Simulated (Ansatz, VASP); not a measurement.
**One calculation of Zr3TiGe8, two programs**

```
CELL_PARAMETERS angstrom
0.00000 0.00000 5.23794
4.47259 -4.56609 0.00000
4.47259 4.56609 0.00000
ATOMIC_POSITIONS crystal
Zr 0.00000 0.00000 0.00000
Zr 0.24881 0.50000 0.00000
Zr 0.75119 0.00000 0.50000
Ti 0.50000 0.50000 0.50000
Ge 0.50000 0.83320 0.83320
Ge 0.00000 0.33904 0.33904
Ge 0.50000 0.16680 0.16680
Ge 0.00000 0.66096 0.66096
Ge 0.74505 0.65985 0.17019
Ge 0.25495 0.17019 0.65985
Ge 0.74505 0.34014 0.82981
Ge 0.25495 0.82981 0.34014
```

Alike in both runs: task single point; functional PBE; k mesh 4 × 4 × 4; occupations gaussian, width 0.2 eV; no spin polarisation.

|  | VASP | Ansatz |
| --- | --- | --- |
| version | VASP 6.6.1 | Ansatz 0.2.0 |
| potentials or method | VASP PAW PBE potentials, release 64 (Zr_sv, Ti_sv, Ge_d), cutoff 520 eV | scalar-relativistic, plane waves, PAW |
| valence electrons in the cell | 160 | 160 |

```csv
,VASP,Ansatz,Ansatz less VASP
gap on the k mesh at the Fermi level (eV),none,none,-
pressure (GPa),0.0,-0.1,-0.10
"traceless stress, the component that is largest in VASP (GPa)",-0.82,-0.81,+0.010
rms of the force components (eV/Å),0.020,0.020,-0.0001
```

Atom by atom the forces differ by 0.000 eV/Å (rms over components). A gap of «none» marks a metal or a gap that the smearing closes.
